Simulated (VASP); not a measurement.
# Ge (I4_1/amd) in VASP: notebook

Runs on Ge. Level: LDA. Tasks: single point, relaxation of cell and atoms.

All numbers are computed with VASP 6.6.1; they aren't measurements. Logs are shortened: lines on timing, memory, paths and dates and some standing lists are left out, and cuts for length are marked.

## (1) The cell of the first run

Symmetry: I4_1/amd, No. 141, tetragonal system. Conventional cell: a = 5.084 Å, b = 5.084 Å, c = 2.771 Å, α = 90.00°, β = 90.00°, γ = 90.00°. Within 3.5 Å of Ge (site symmetry -4m2) lie 10 Ge at 2.63 to 3.28 Å.

## (2) Single point, LDA

INCAR

```
SYSTEM = Ge
ALGO     = Normal         ! electronic algorithm
EDIFF    = 1E-6           ! SCF threshold, eV
ENCUT    = 520            ! plane-wave cutoff, eV
GGA      = CA             ! functional
ISIF     = 2              ! what is computed and relaxed
ISMEAR   = 0              ! smearing method
LASPH    = .TRUE.         ! aspherical terms in the spheres
LCHARG   = .TRUE.         ! write CHGCAR
LELF     = .TRUE.         ! ELF
LREAL    = .FALSE.        ! projectors in reciprocal space
LVHAR    = .TRUE.       
LWAVE    = .FALSE.        ! write WAVECAR
NBANDS   = 21             ! bands
NELM     = 100            ! most SCF steps
PREC     = Accurate       ! precision mode
SIGMA    = 0.1            ! smearing width, eV
```

KPOINTS

```
k-points
0
G
  16 16 16
  0 0 0
```

POSCAR

```
Ge
1.0
   -2.5421073671      2.5421073671      1.3857314779
    2.5421073671     -2.5421073671      1.3857314779
    2.5421073671      2.5421073671     -1.3857314779
Ge
2
Direct
    0.2500000000      0.7500000000      0.5000000000
    0.5000000000      0.5000000000      0.0000000000
```

Potentials or basis: VASP PAW LDA potentials, release 64 (Ge_d).

The run is started by

```sh
$ cat potpaw_LDA.64/Ge_d/POTCAR > POTCAR
$ mpirun -np 1 vasp_std > vasp.out
```

OUTCAR:

```text
SYSTEM = Ge
   EDIFF = 1E-6
   ENCUT = 520
   GGA = CA
   ISIF = 2
   ISMEAR = 0
   LASPH = .TRUE.
   LREAL = .FALSE.
   NELM = 100
   PREC = Accurate

 ion  position               nearest neighbor table
   1  0.250  0.750  0.500-   2 2.63   2 2.63   2 2.63   2 2.63
   2  0.500  0.500  0.000-   1 2.63   1 2.63   1 2.63   1 2.63

  LATTYP: Found a body centered tetragonal cell.
 ALAT       =     5.0842147342
 C/A-ratio  =     0.5451113103

  Lattice vectors:

 A1 = (  -2.5421073671,   2.5421073671,   1.3857314779)
 A2 = (   2.5421073671,  -2.5421073671,   1.3857314779)
 A3 = (   2.5421073671,   2.5421073671,  -1.3857314779)

Analysis of symmetry for initial positions (statically):
=====================================================================
 Subroutine PRICEL returns:
 Original cell was already a primitive cell.

 Routine SETGRP: Setting up the symmetry group for a
 body centered tetragonal supercell.

 Subroutine GETGRP returns: Found 16 space group operations
 (whereof  8 operations were pure point group operations)
 out of a pool of 16 trial point group operations.

The static configuration has the point symmetry D_2d.
 The point group associated with its full space group is D_4h.

Analysis of symmetry for dynamics (positions and initial velocities):
=====================================================================
 Subroutine PRICEL returns:
 Original cell was already a primitive cell.

 Routine SETGRP: Setting up the symmetry group for a
 body centered tetragonal supercell.

 Subroutine GETGRP returns: Found 16 space group operations
 (whereof  8 operations were pure point group operations)
 out of a pool of 16 trial point group operations.

The dynamic configuration has the point symmetry D_2d.
 The point group associated with its full space group is D_4h.

 Subroutine INISYM returns: Found 16 space group operations
 (whereof  8 operations are pure point group operations),
 and found     1 'primitive' translations

----------------------------------------------------------------------------------------

                                     Primitive cell

  volume of cell :      35.8201

  direct lattice vectors                    reciprocal lattice vectors
    -2.542107367  2.542107367  1.385731478     0.000000000  0.196687208  0.360820266
     2.542107367 -2.542107367  1.385731478     0.196687208  0.000000000  0.360820266
     2.542107367  2.542107367 -1.385731478     0.196687208  0.196687208  0.000000000

  length of vectors
[... 76 lines left out ...]
   ISPIN  =      1    spin polarized calculation?
   LNONCOLLINEAR =      F non collinear calculations
   LSORBIT =      F    spin-orbit coupling
   LASPH  =      T    aspherical Exc in radial PAW
   ENCUT  =  520.0 eV  38.22 Ry    6.18 a.u.   7.16  7.16  7.16*2*pi/ulx,y,z
   NELM   =    100;   NELMIN=  2; NELMDL= -5     # of ELM steps
   EDIFF  = 0.1E-05   stopping-criterion for ELM
   LREAL  =      F    real-space projection
   EDIFFG = 0.1E-04   stopping-criterion for IOM
   NSW    =      0    number of steps for IOM
   IBRION =     -1    ionic relax: 0-MD 1-quasi-New 2-CG
   NFREE  =      0    steps in history (QN), initial steepest desc. (CG)
   ISIF   =      2    stress and relaxation
   ISYM   =      2    0-nonsym 1-usesym 2-fastsym
   POTIM  = 0.5000    time-step for ionic-motion
   TEBEG  =    0.0;   TEEND  =   0.0 temperature during run
   PSTRESS=    0.0 pullay stress
   NELECT =      28.0000    total number of electrons
   NUPDOWN=      -1.0000    fix difference up-down
   EMIN   =  10.00;   EMAX   =-10.00  energy-range for DOS
   EFERMI =   0.00;   METHOD = LEGACY
   ISMEAR =     0;   SIGMA  =   0.10  broadening in eV -4-tet -1-fermi 0-gaus
   EFERMI_NEDOS =   21; number of points for ismear=-14 and -15
   IALGO  =     38    algorithm
   IMIX   =      4    mixing-type and parameters
     AMIX     =   0.40;   BMIX     =  1.00
     AMIX_MAG =   1.60;   BMIX_MAG =  1.00
  volume/ion in A,a.u.               =      17.91       120.86
  Fermi-wavevector in a.u.,A,eV,Ry     =   1.508060  2.849820 30.942972  2.274244
  Thomas-Fermi vector in A             =   2.618564
   LORBIT       =      0    0 simple, 1 ext, 2 COOP (PROOUT), +10 PAW based schemes
   GGA     = CA    functional components
   LHFCALC =     F    Hartree Fock is set to
   AEXX    =    0.0000 exact exchange contribution
   IVDW    =     0    specifies the selected vdW correction
   LEPSILON=     F    determine dielectric tensor
   LRPA    =     F    only Hartree local field effects (RPA)
 non-spin polarized calculation
 Gauss-broadening in eV      SIGMA  =   0.10
  energy-cutoff  :      520.00
  volume of cell :       35.82
 maximum number of plane-waves:       978
 NGX is ok and might be reduce to    30
   NGX = 15   NGY = 15   NGZ = 15

 number of electron      27.9999998 magnetization

 Free energy of the ion-electron system (eV)
  ---------------------------------------------------
  ext. energy  EPLUGINS =         0.00000000
  ---------------------------------------------------
  free energy    TOTEN  =       -10.03258140 eV

  energy without entropy =      -10.02943994  energy(sigma->0) =      -10.03101067

 E-fermi :   6.9152     XC(G=0): -11.7788

 val. band max:        6.9050585920   @ k =   0.3750   0.3750   0.1250
 cond. band min:       6.9170990312   @ k =  -0.2500  -0.4375   0.0625
 fundamental gap:      0.0120404392
 Fermi energy:         6.9151598766

 k-point     1 :       0.0000    0.0000    0.0000
  band No.  band energies     occupation
      1     -17.9696      2.00000
      2     -17.9162      2.00000
      3     -17.8872      2.00000
      4     -17.8815      2.00000
      5     -17.7677      2.00000
      6     -17.7677      2.00000
[... 565 lines left out ...]
     20      19.0756      0.00000
     21      19.6895      0.00000

 [... further k-points ...]
[... 5 lines left out ...]
  --------------------------------------------------------------------------------------
  -------------------------------------------------------------------------------------
  Total        0.0187340      0.0187340      0.0095157      0.0000000      0.0000000      0.0000000
  in kB        0.8379423      0.8379423      0.4256212      0.0000000      0.0000000      0.0000000
  external PRESSURE =       0.7005019 kB  Pullay stress =       0.0000000 kB

 VOLUME and BASIS-vectors are now :
 -----------------------------------------------------------------------------
  energy-cutoff  :      520.00
  volume of cell :       35.82
      direct lattice vectors                 reciprocal lattice vectors
    -2.542107367  2.542107367  1.385731478     0.000000000  0.196687208  0.360820266
     2.542107367 -2.542107367  1.385731478     0.196687208  0.000000000  0.360820266
     2.542107367  2.542107367 -1.385731478     0.196687208  0.196687208  0.000000000

 POSITION                                       TOTAL-FORCE (eV/Angst)
 -----------------------------------------------------------------------------------
      2.54211      0.00000      0.69287         0.000000     -0.000000      0.000000
      0.00000      0.00000      1.38573        -0.000000      0.000000     -0.000000
 -----------------------------------------------------------------------------------
    total drift:                                0.000000     -0.000000      0.000000

  FREE ENERGIE OF THE ION-ELECTRON SYSTEM (eV)
  ---------------------------------------------------
  free  energy   TOTEN  =       -10.0325814014 eV

  energy  without entropy=      -10.0294399360  energy(sigma->0) =      -10.03101067
```

stdout:

```text
POSCAR found type information on POSCAR Ge
 POSCAR found :  1 types and       2 ions
 scaLAPACK will be used
 LDA part: xc-table for (Slater(with rela. corr.)+CA(PZ))
 , standard interpolation
 POSCAR, INCAR and KPOINTS ok, starting setup
 FFT: planning ... GRIDC
 FFT: planning ... GRID_SOFT
 FFT: planning ... GRID
 WAVECAR not read
 entering main loop
```

Wall time 2.1 min (1 thread of Intel Xeon Platinum 8488C (Sapphire Rapids), shared host); peak memory 0.31 GiB.

What came out:

| Item | Value |
| --- | --- |
| Free energy | -10.0326 eV |
| Pressure | 0.1 GPa |
| Band gap on the k mesh | zero (band 14 reaches 8.94 eV, above the bottom of band 15 at 3.45 eV) |

## (3) Relaxation of cell and atoms, LDA

This run uses another cell than the first one, of 19.29 Å³/atom, 1.077 times its volume.

INCAR

```
SYSTEM = Ge
  ALGO = Normal
  EDIFF = 1E-6
  EDIFFG = -0.005
  ENCUT = 600
  GGA = CA
  IBRION = 2
  ISIF = 3
  ISMEAR = 0
  LASPH = .TRUE.
  LCHARG = .FALSE.
  LREAL = .FALSE.
  LWAVE = .FALSE.
  NELM = 100
  NSW = 70
  PREC = Accurate
  SIGMA = 0.1
```

KPOINTS is that of step 2.

POSCAR

```
Ge
1.0
   -2.6033005382      2.6033005382      1.4232407679
    2.6033005382     -2.6033005382      1.4232407679
    2.6033005382      2.6033005382     -1.4232407679
Ge
2
Direct
    0.2500000000      0.7500000000      0.5000000000
    0.5000000000      0.5000000000      0.0000000000
```

Potentials or basis: VASP PAW LDA potentials, release 64 (Ge_d).

The run is started by

```sh
$ cat potpaw_LDA.64/Ge_d/POTCAR > POTCAR
$ mpirun -np 1 vasp_std > vasp.out
```

Run time: 12 min. Hardware: 1 thread of Intel Xeon Platinum 8488C (Sapphire Rapids), shared host; peak memory 0.37 GiB.

The run converged. Its results:

```
Free energy                            : -10.0333 eV
Relaxed volume                         : 17.94 Å³/atom
Relaxed cell                           : a = 3.855 Å, b = 3.855 Å, c = 3.855 Å, α = 97.42°, β = 97.42°, γ = 137.87°
Space group after relaxing (to 0.05 Å) : I4_1/amd (No. 141)
Energy gained by relaxing              : 23.1 meV/atom
Ionic steps                            : 13
Pressure after relaxing                : 0.0 GPa
Band gap on the k mesh                 : zero (band 14 reaches 8.91 eV, above the bottom of band 15 at 3.44 eV)
```

Step by step:
| step | energy change (eV) | largest force (eV/Å) | pressure (GPa) | volume (Å³) |
| --- | --- | --- | --- | --- |
| 1 | 0.0000 | 0.0000 | -5.24 | 38.58 |
| 2 | -0.0420 | 0.0000 | 1.56 | 35.16 |
| 3 | -0.0460 | 0.0000 | 0.13 | 35.88 |
| 4 | -0.0460 | 0.0000 | -0.20 | 35.94 |
| 5 | -0.0461 | 0.0000 | -0.19 | 35.93 |
| 6 | -0.0461 | 0.0000 | -0.21 | 35.92 |
| 7 | -0.0461 | 0.0000 | 0.26 | 35.83 |
| 8 | -0.0461 | 0.0000 | -0.07 | 35.88 |
| 9 | -0.0461 | 0.0000 | -0.06 | 35.87 |
| 10 | -0.0461 | 0.0000 | 0.12 | 35.85 |
| 11 | -0.0461 | 0.0000 | 0.18 | 35.86 |
| 12 | -0.0461 | 0.0000 | 0.02 | 35.87 |
| 13 | -0.0461 | 0.0000 | 0.03 | 35.88 |

Final structure:
```yaml
crystal:
  lattice:
    - [-2.54396, 2.54396, 1.38587]
    - [2.54396, -2.54396, 1.38587]
    - [2.54396, 2.54396, -1.38587]
  atoms:
    - { symbol: Ge, position: [0.25000, 0.75000, 0.50000] }
    - { symbol: Ge, position: [0.50000, 0.50000, 0.00000] }
```

Levels at points of the mesh, in eV from the Fermi level:
| k point | band 12 | band 13 | band 14 | band 15 | band 16 | band 17 |
| --- | --- | --- | --- | --- | --- | --- |
| (0.00, 0.00, 0.00) | -4.01 | -2.42 | -2.42 | 3.30 | 7.75 | 7.75 |
| (0.50, 0.00, 0.00) | -6.55 | -2.65 | -2.08 | -1.44 | 2.47 | 3.62 |
| (0.50, 0.50, 0.00) | -10.78 | 0.61 | 0.61 | 2.00 | 2.00 | 7.58 |
| (0.50, 0.50, 0.50) | -9.01 | -6.10 | -6.10 | 6.18 | 6.18 | 11.29 |
